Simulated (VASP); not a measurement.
# Au (P6_3/mmc) in VASP: a series of runs

The runs below take Au through single point, with revPBE.

All numbers are computed with VASP 6.6.1; they aren't measurements. Logs are shortened: lines on timing, memory, paths and dates and some standing lists are left out, and cuts for length are marked.

## (1) The cell of the first run

The structure is hexagonal, space group P6_3/mmc (No. 194). Conventional cell: a = 2.937 Å, b = 2.937 Å, c = 9.830 Å, α = 90.00°, β = 90.00°, γ = 120.00°. Au (site symmetry -3m) has 12 Au at 2.94 to 2.99 Å within 3.9 Å. Au (site symmetry -6m2) has 12 Au at 2.94 to 2.99 Å within 3.9 Å.

This isn't the form of Au at room conditions, which is fcc.

## (2) Single point, revPBE (18.36 Å³/atom)

Contents of INCAR:

```
PREC = Accurate ; ENCUT = 520
EDIFF = 1E-6 ; ISMEAR = -1
SIGMA = 0.1 ; LREAL = F
LASPH = T ; NELM = 60
ALGO = Normal ; ISIF = 2
LWAVE = F ; LCHARG = F
GGA = RE ; NBANDS = 30
```

Contents of KPOINTS:

```
regular mesh
0
Gamma
  14 14 4
```

Contents of POSCAR:

```
Au
1.0
    2.9371707011      0.0000000000      0.0000000000
   -1.4685853505      2.5436644424      0.0000000000
    0.0000000000      0.0000000000      9.8298515015
Au
4
Direct
    0.0000000000      1.0000000000      1.0000000000
    0.0000000000      1.0000000000      0.5000000000
    0.3333333333      0.6666666667      0.2500000000
    0.6666666667      0.3333333333      0.7500000000
```

Potentials or basis: VASP PAW PBE potentials, release 64 (Au).

Started as:

```console
$ cat potpaw_PBE.64/Au/POTCAR > POTCAR
$ mpirun -np 1 vasp_std > vasp.out
```

OUTCAR:

```text
PREC = Accurate
   ENCUT = 520
   EDIFF = 1E-6
   ISMEAR = -1
   LREAL = F
   LASPH = T
   NELM = 60
   ISIF = 2
   GGA = RE

 ion  position               nearest neighbor table
   1  0.000  0.000  0.000-   3 2.99   4 2.99   3 2.99   4 2.99   4 2.99   3 2.99
   2  0.000  0.000  0.500-   3 2.99   4 2.99   3 2.99   4 2.99   4 2.99   3 2.99
   3  0.333  0.667  0.250-   1 2.99   2 2.99   1 2.99   2 2.99   1 2.99   2 2.99
   4  0.667  0.333  0.750-   1 2.99   2 2.99   1 2.99   2 2.99   1 2.99   2 2.99

  LATTYP: Found a hexagonal cell.
 ALAT       =     2.9371707011
 C/A-ratio  =     3.3467075978

  Lattice vectors:

 A1 = (   2.9371707011,   0.0000000000,   0.0000000000)
 A2 = (  -1.4685853505,   2.5436644424,   0.0000000000)
 A3 = (   0.0000000000,   0.0000000000,   9.8298515015)

Analysis of symmetry for initial positions (statically):
=====================================================================
 Subroutine PRICEL returns:
 Original cell was already a primitive cell.

 Routine SETGRP: Setting up the symmetry group for a
 hexagonal supercell.

 Subroutine GETGRP returns: Found 24 space group operations
 (whereof 12 operations were pure point group operations)
 out of a pool of 24 trial point group operations.

The static configuration has the point symmetry D_3d.
 The point group associated with its full space group is D_6h.

Analysis of symmetry for dynamics (positions and initial velocities):
=====================================================================
 Subroutine PRICEL returns:
 Original cell was already a primitive cell.

 Routine SETGRP: Setting up the symmetry group for a
 hexagonal supercell.

 Subroutine GETGRP returns: Found 24 space group operations
 (whereof 12 operations were pure point group operations)
 out of a pool of 24 trial point group operations.

The dynamic configuration has the point symmetry D_3d.
 The point group associated with its full space group is D_6h.

 Subroutine INISYM returns: Found 24 space group operations
 (whereof 12 operations are pure point group operations),
 and found     1 'primitive' translations

----------------------------------------------------------------------------------------

                                     Primitive cell

  volume of cell :      73.4406

  direct lattice vectors                    reciprocal lattice vectors
     2.937170701  0.000000000  0.000000000     0.340463698  0.196566808  0.000000000
    -1.468585350  2.543664442  0.000000000     0.000000000  0.393133616  0.000000000
     0.000000000  0.000000000  9.829851502     0.000000000  0.000000000  0.101730937

  length of vectors
     2.937170701  2.937170701  9.829851502     0.393133616  0.393133616  0.101730937

  position of ions in fractional coordinates (direct lattice)
     0.000000000  0.000000000  0.000000000
     0.000000000  0.000000000  0.500000000
     0.333333333  0.666666667  0.250000000
     0.666666667  0.333333333  0.750000000

  ion indices of the primitive-cell ions
   primitive index   ion index
                 1           1
                 2           2
                 3           3
                 4           4

----------------------------------------------------------------------------------------

 KPOINTS: regular mesh

Automatic generation of k-mesh.
 Grid dimensions read from file:
 generate k-points for:   14   14    4

 Generating k-lattice:

  Cartesian coordinates                     Fractional coordinates (reciprocal lattice)
     0.024318836  0.014040486  0.000000000     0.071428571 -0.000000000  0.000000000
     0.000000000  0.028080973  0.000000000     0.000000000  0.071428571  0.000000000
     0.000000000  0.000000000  0.025432734     0.000000000  0.000000000  0.250000000

  Length of vectors
     0.028080973  0.028080973  0.025432734

  Shift w.r.t. Gamma in fractional coordinates (k-lattice)
     0.000000000  0.000000000  0.000000000

 Subroutine IBZKPT returns following result:
 ===========================================

 Found     72 irreducible k-points:

 Following reciprocal coordinates:
            Coordinates               Weight
  0.000000  0.000000  0.000000      1.000000
  0.071429  0.000000  0.000000      6.000000
  0.142857  0.000000  0.000000      6.000000
  0.214286 -0.000000  0.000000      6.000000
  0.285714  0.000000  0.000000      6.000000
  0.357143 -0.000000  0.000000      6.000000
[... 16 lines left out ...]
  0.285714  0.285714  0.000000      6.000000
  0.357143  0.285714  0.000000      6.000000
 [... further k-points ...]
   k-points           NKPTS =     72   k-points in BZ     NKDIM =     72   number of bands    NBANDS=     30
   number of dos      NEDOS =    301   number of ions     NIONS =      4
   total plane-waves  NPLWV =  46080
   dimension x,y,z NGX =    24 NGY =   24 NGZ =   80
   dimension x,y,z NGXF=    48 NGYF=   48 NGZF=  160
   ions per type =               4
   NGX,Y,Z   is equivalent  to a cutoff of  13.58, 13.58, 13.53 a.u.
   NGXF,Y,Z  is equivalent  to a cutoff of  27.17, 27.17, 27.06 a.u.
 SYSTEM =  unknown system
   PREC   = accura    normal or accurate (medium, high low for compatibility)
   ISTART =      0    job   : 0-new  1-cont  2-samecut
   ICHARG =      2    charge: 1-file 2-atom 10-const
   ISPIN  =      1    spin polarized calculation?
   LNONCOLLINEAR =      F non collinear calculations
   LSORBIT =      F    spin-orbit coupling
   LASPH  =      T    aspherical Exc in radial PAW
   ENCUT  =  520.0 eV  38.22 Ry    6.18 a.u.   5.46  5.46 18.28*2*pi/ulx,y,z
   NELM   =     60;   NELMIN=  2; NELMDL= -5     # of ELM steps
   EDIFF  = 0.1E-05   stopping-criterion for ELM
   LREAL  =      F    real-space projection
   EDIFFG = 0.1E-04   stopping-criterion for IOM
   NSW    =      0    number of steps for IOM
   IBRION =     -1    ionic relax: 0-MD 1-quasi-New 2-CG
   NFREE  =      0    steps in history (QN), initial steepest desc. (CG)
   ISIF   =      2    stress and relaxation
   ISYM   =      2    0-nonsym 1-usesym 2-fastsym
   POTIM  = 0.5000    time-step for ionic-motion
   TEBEG  =    0.0;   TEEND  =   0.0 temperature during run
   PSTRESS=    0.0 pullay stress
   NELECT =      44.0000    total number of electrons
   NUPDOWN=      -1.0000    fix difference up-down
   EMIN   =  10.00;   EMAX   =-10.00  energy-range for DOS
   EFERMI =   0.00;   METHOD = LEGACY
   ISMEAR =    -1;   SIGMA  =   0.10  broadening in eV -4-tet -1-fermi 0-gaus
   EFERMI_NEDOS =   21; number of points for ismear=-14 and -15
   IALGO  =     38    algorithm
   IMIX   =      4    mixing-type and parameters
     AMIX     =   0.40;   BMIX     =  1.00
     AMIX_MAG =   1.60;   BMIX_MAG =  1.00
  volume/ion in A,a.u.               =      18.36       123.90
  Fermi-wavevector in a.u.,A,eV,Ry     =   1.380110  2.608030 25.915070  1.904704
  Thomas-Fermi vector in A             =   2.505017
   LORBIT       =      0    0 simple, 1 ext, 2 COOP (PROOUT), +10 PAW based schemes
   GGA     = RE    functional components
   LHFCALC =     F    Hartree Fock is set to
   AEXX    =    0.0000 exact exchange contribution
   IVDW    =     0    specifies the selected vdW correction
   LEPSILON=     F    determine dielectric tensor
   LRPA    =     F    only Hartree local field effects (RPA)
 non-spin polarized calculation
  energy-cutoff  :      520.00
  volume of cell :       73.44
 maximum number of plane-waves:      2029
 NGX is ok and might be reduce to    24
   NGX = 11   NGY = 11   NGZ = 37

 number of electron      43.9999994 magnetization

 Free energy of the ion-electron system (eV)
  ---------------------------------------------------
  ext. energy  EPLUGINS =         0.00000000
  ---------------------------------------------------
  free energy    TOTEN  =       -10.94584644 eV

  energy without entropy =      -10.89911319  energy(sigma->0) =      -10.92247981

 E-fermi :   8.3327     XC(G=0): -12.2058

 val. band max:        8.3001918406   @ k =   0.3571   0.1429   0.5000
 cond. band min:       8.3481244104   @ k =   0.1429   0.1429   0.5000
 fundamental gap:      0.0479325698
 Fermi energy:         8.3326920369

 k-point     1 :       0.0000    0.0000    0.0000
  band No.  band energies     occupation
      1      -0.7081      2.00000
      2       0.8968      2.00000
      3       0.9036      2.00000
      4       1.6338      2.00000
      5       3.9084      2.00000
      6       3.9142      2.00000
[... 22 lines left out ...]
     29      22.8182      0.00000
     30      23.8031      0.00000

 k-point     2 :       0.0714    0.0000    0.0000
  band No.  band energies     occupation
      1      -0.5568      2.00000
      2       1.0409      2.00000
      3       1.0476      2.00000
      4       1.7575      2.00000
      5       3.7589      2.00000
      6       3.8397      2.00000
[... 22 lines left out ...]
     29      22.9284      0.00000
     30      23.6894      0.00000

 k-point     3 :       0.1429    0.0000    0.0000
  band No.  band energies     occupation
      1      -0.1187      2.00000
      2       1.4365      2.00000
      3       1.4425      2.00000
      4       2.0895      2.00000
      5       3.4849      2.00000
      6       3.6446      2.00000
[... 22 lines left out ...]
     29      22.6915      0.00000
     30      22.7017      0.00000

 k-point     4 :       0.2143   -0.0000    0.0000
  band No.  band energies     occupation
      1       0.5456      2.00000
      2       1.9173      2.00000
      3       1.9217      2.00000
      4       2.4645      2.00000
      5       3.2581      2.00000
      6       3.4119      2.00000
[... 616 lines left out ...]
     29      16.3516      0.00000
     30      16.6756      0.00000

 k-point    23 :       0.2857    0.2857    0.0000
  band No.  band energies     occupation
      1       2.7219      2.00000
      2       2.7250      2.00000
      3       2.9146      2.00000
      4       3.0431      2.00000
      5       3.3366      2.00000
      6       3.3563      2.00000
[... 22 lines left out ...]
     29      15.1576      0.00000
     30      15.2541      0.00000

 k-point    24 :       0.3571    0.2857    0.0000
  band No.  band energies     occupation
      1       2.7616      2.00000
      2       2.8167      2.00000
      3       3.0961      2.00000
      4       3.1166      2.00000
      5       3.1660      2.00000
      6       3.2368      2.00000
[... 22 lines left out ...]
     29      14.6635      0.00000
     30      16.9339      0.00000

 [... further k-points ...]

------------------------ aborting loop because EDIFF is reached ----------------------------------------

  FORCE on cell =-STRESS in cart. coord.  units (eV):
  Direction    XX          YY          ZZ          XY          YZ          ZX
  --------------------------------------------------------------------------------------
  -------------------------------------------------------------------------------------
  Total        0.0594555      0.0594555     -0.2896247      0.0000000      0.0000000      0.0000000
  in kB        1.2970786      1.2970786     -6.3184448      0.0000000      0.0000000      0.0000000
  external PRESSURE =      -1.2414292 kB  Pullay stress =       0.0000000 kB

 VOLUME and BASIS-vectors are now :
 -----------------------------------------------------------------------------
  energy-cutoff  :      520.00
  volume of cell :       73.44
      direct lattice vectors                 reciprocal lattice vectors
     2.937170701  0.000000000  0.000000000     0.340463698  0.196566808  0.000000000
    -1.468585350  2.543664442  0.000000000     0.000000000  0.393133616  0.000000000
     0.000000000  0.000000000  9.829851502     0.000000000  0.000000000  0.101730937

 POSITION                                       TOTAL-FORCE (eV/Angst)
 -----------------------------------------------------------------------------------
      0.00000      0.00000      0.00000         0.000000      0.000000     -0.000000
      0.00000      0.00000      4.91493         0.000000      0.000000     -0.000000
     -0.00000      1.69578      2.45746        -0.000000     -0.000000      0.000000
      1.46859      0.84789      7.37239         0.000000      0.000000      0.000000
 -----------------------------------------------------------------------------------
    total drift:                               -0.000000      0.000000     -0.000000

  FREE ENERGIE OF THE ION-ELECTRON SYSTEM (eV)
  ---------------------------------------------------
  free  energy   TOTEN  =       -10.9458464371 eV

  energy  without entropy=      -10.8991131852  energy(sigma->0) =      -10.92247981
```

Wall time 80 s (1 thread of Intel Xeon Platinum 8488C (Sapphire Rapids), shared host); peak memory 0.27 GiB.

What came out:

```
Free energy            : -10.9458 eV
Pressure               : -0.1 GPa
Band gap on the k mesh : zero (bands 22 and 23 overlap by 4.66 eV)
```

Stress tensor (GPa, compression positive):
```
 0.13  0.00  0.00
 0.00  0.13  0.00
 0.00  0.00 -0.63
```

Caveat: the PAW data sets were made with another functional, which shifts forces and pressure a little; spin-orbit coupling is left out, which moves the levels of the heavy elements.

## (3) Single point, revPBE (19.09 Å³/atom)

This run uses another cell than the first one, of 19.09 Å³/atom.

Contents of INCAR:

```
SYSTEM = Au
ALGO = Normal
EDIFF = 1E-7
ENCUT = 520
GGA = RE
ISIF = 2
ISMEAR = -1
LASPH = .True.
LCHARG = .False.
LREAL = .False.
LWAVE = .False.
NBANDS = 30
NELM = 80
PREC = Accurate
SIGMA = 0.1
```

Contents of KPOINTS:

```
k-points
0
Gamma
  14 14 4
  0 0 0
```

Contents of POSCAR:

```
Au
1.0
    2.9758221164      0.0000000000      0.0000000000
   -1.4879110582      2.5771375500      0.0000000000
    0.0000000000      0.0000000000      9.9592064869
Au
4
Direct
    0.0000000000      1.0000000000      1.0000000000
    0.0000000000      1.0000000000      0.5000000000
    0.3333333333      0.6666666667      0.2500000000
    0.6666666667      0.3333333333      0.7500000000
```

Potentials or basis: VASP PAW PBE potentials, release 64 (Au).

Started as:

```console
$ cat potpaw_PBE.64/Au/POTCAR > POTCAR
$ mpirun -np 1 vasp_std > vasp.out
```

OUTCAR:

```text
SYSTEM = Au
   EDIFF = 1E-7
   ENCUT = 520
   GGA = RE
   ISIF = 2
   ISMEAR = -1
   LASPH = .True.
   LREAL = .False.
   NELM = 80
   PREC = Accurate

 ion  position               nearest neighbor table
   1  0.000  0.000  0.000-   3 3.03   4 3.03   4 3.03   3 3.03   4 3.03   3 3.03
   2  0.000  0.000  0.500-   3 3.03   4 3.03   4 3.03   3 3.03   4 3.03   3 3.03
   3  0.333  0.667  0.250-   1 3.03   2 3.03   1 3.03   2 3.03   1 3.03   2 3.03
   4  0.667  0.333  0.750-   1 3.03   2 3.03   1 3.03   2 3.03   1 3.03   2 3.03

  LATTYP: Found a hexagonal cell.
 ALAT       =     2.9758221164
 C/A-ratio  =     3.3467075979
[... 992 lines left out ...]
  --------------------------------------------------------------------------------------
  -------------------------------------------------------------------------------------
  Total       -2.0289654     -2.0289654     -2.2559526      0.0000000      0.0000000      0.0000000
  in kB      -42.5614010    -42.5614010    -47.3228891      0.0000000      0.0000000      0.0000000
  external PRESSURE =     -44.1485637 kB  Pullay stress =       0.0000000 kB

 VOLUME and BASIS-vectors are now :
 -----------------------------------------------------------------------------
  energy-cutoff  :      520.00
  volume of cell :       76.38
      direct lattice vectors                 reciprocal lattice vectors
     2.975822116  0.000000000  0.000000000     0.336041591  0.194013703  0.000000000
    -1.487911058  2.577137550  0.000000000     0.000000000  0.388027407  0.000000000
     0.000000000  0.000000000  9.959206487     0.000000000  0.000000000  0.100409606

 POSITION                                       TOTAL-FORCE (eV/Angst)
 -----------------------------------------------------------------------------------
      0.00000      0.00000      0.00000         0.000000      0.000000      0.000000
      0.00000      0.00000      4.97960         0.000000      0.000000      0.000000
     -0.00000      1.71809      2.48980        -0.000000      0.000000     -0.000000
      1.48791      0.85905      7.46940        -0.000000      0.000000      0.000000
 -----------------------------------------------------------------------------------
    total drift:                               -0.000000      0.000000     -0.000000

  FREE ENERGIE OF THE ION-ELECTRON SYSTEM (eV)
  ---------------------------------------------------
  free  energy   TOTEN  =       -10.9046314371 eV

  energy  without entropy=      -10.8576092134  energy(sigma->0) =      -10.88112033
```

Run time: 1.8 min. Hardware: 1 thread of Intel Xeon Platinum 8488C (Sapphire Rapids), shared host; peak memory 0.27 GiB.

Results:

| Quantity | Value |
| --- | --- |
| Free energy | -10.9046 eV |
| Pressure | -4.4 GPa |
| Band gap on the k mesh | zero (bands 22 and 23 overlap by 4.52 eV) |

Stress tensor (GPa, compression positive):
```
-4.26  0.00  0.00
 0.00 -4.26  0.00
 0.00  0.00 -4.73
```

Levels at points of the mesh, in eV from the Fermi level:
```tsv
k point	band 20	band 21	band 22	band 23	band 24	band 25
(0.00, 0.00, 0.00)	-2.46	-2.46	-1.99	-1.99	-0.55	2.24
(0.50, 0.00, 0.00)	-1.68	-0.08	0.67	1.03	1.34	3.16
(0.00, 0.00, 0.50)	-2.70	-2.18	-2.18	-2.18	-2.18	5.35
(0.50, 0.00, 0.50)	-1.69	0.43	0.43	1.25	1.25	3.82
```

Caveat: the cell stands under tension; the PAW data sets were made with another functional, which shifts forces and pressure a little; spin-orbit coupling is left out, which moves the levels of the heavy elements.

## (4) Single point, revPBE (19.83 Å³/atom)

This run uses another cell than the first one, of 19.83 Å³/atom.

Contents of INCAR:

```
SYSTEM = Au
  PREC = Accurate
  ENCUT = 520
  EDIFF = 1E-6
  ISMEAR = -1
  SIGMA = 0.1
  LREAL = .False.
  LASPH = .True.
  NELM = 60
  ALGO = Normal
  ISIF = 2
  LWAVE = .False.
  LCHARG = .False.
  GGA = RE
  NBANDS = 30
```

Contents of KPOINTS:

```
regular mesh
0
Gamma
  14 14 4
  0 0 0
```

Contents of POSCAR:

```
Au
1.0
    3.0134947501      0.0000000000      0.0000000000
   -1.5067473750      2.6097630078      0.0000000000
    0.0000000000      0.0000000000     10.0852857762
Au
4
Direct
    0.0000000000      1.0000000000      1.0000000000
    0.0000000000      1.0000000000      0.5000000000
    0.3333333333      0.6666666667      0.2500000000
    0.6666666667      0.3333333333      0.7500000000
```

Started as:

```console
$ cat potpaw_PBE.64/Au/POTCAR > POTCAR
$ mpirun -np 1 vasp_std > vasp.out
```

It took 95 s on 1 thread of Intel Xeon Platinum 8488C (Sapphire Rapids), shared host; peak memory 0.28 GiB.

The run converged. Its results:

```
Free energy            : -10.7950 eV
Pressure               : -7.6 GPa
Band gap on the k mesh : zero (bands 22 and 23 overlap by 4.38 eV)
```

Stress tensor (GPa, compression positive):
```
-7.55  0.00  0.00
 0.00 -7.55  0.00
 0.00  0.00 -7.77
```

Levels at points of the mesh, in eV from the Fermi level:
```
           k point  band 20  band 21  band 22  band 23  band 24  band 25
(0.00, 0.00, 0.00)    -2.40    -2.40    -1.96    -1.96    -0.38     2.08
(0.50, 0.00, 0.00)    -1.67     0.04     0.79     0.99     1.30     2.98
(0.00, 0.00, 0.50)    -2.55    -2.14    -2.14    -2.14    -2.14     5.19
(0.50, 0.00, 0.50)    -1.68     0.46     0.46     1.22     1.22     3.71
```

Caveat: the cell stands under tension; the PAW data sets were made with another functional, which shifts forces and pressure a little; spin-orbit coupling is left out, which moves the levels of the heavy elements.

## (5) Overview

```csv
cell,gap on the mesh (eV),pressure (GPa)
"a = 2.937, b = 2.937, c = 9.830 Å, angles 90.0, 90.0, 120.0°, 4 atoms",none,-0.1
"a = 2.976, b = 2.976, c = 9.959 Å, angles 90.0, 90.0, 120.0°, 4 atoms",none,-4.4
"a = 3.013, b = 3.013, c = 10.085 Å, angles 90.0, 90.0, 120.0°, 4 atoms",none,-7.6
```

Alike in all rows: task single point; level revPBE; potentials or basis VASP PAW PBE potentials, release 64 (Au); no spin polarisation; k mesh 14 × 14 × 4; cutoff (eV) 520; smearing fermi-dirac 0.1 eV.

Caveats: the PAW data sets were made with another functional, which shifts forces and pressure a little; spin-orbit coupling is left out, which moves the levels of the heavy elements; the cell stands under tension (at least some runs).

Absolute energies hang on the potentials; compare differences alone.
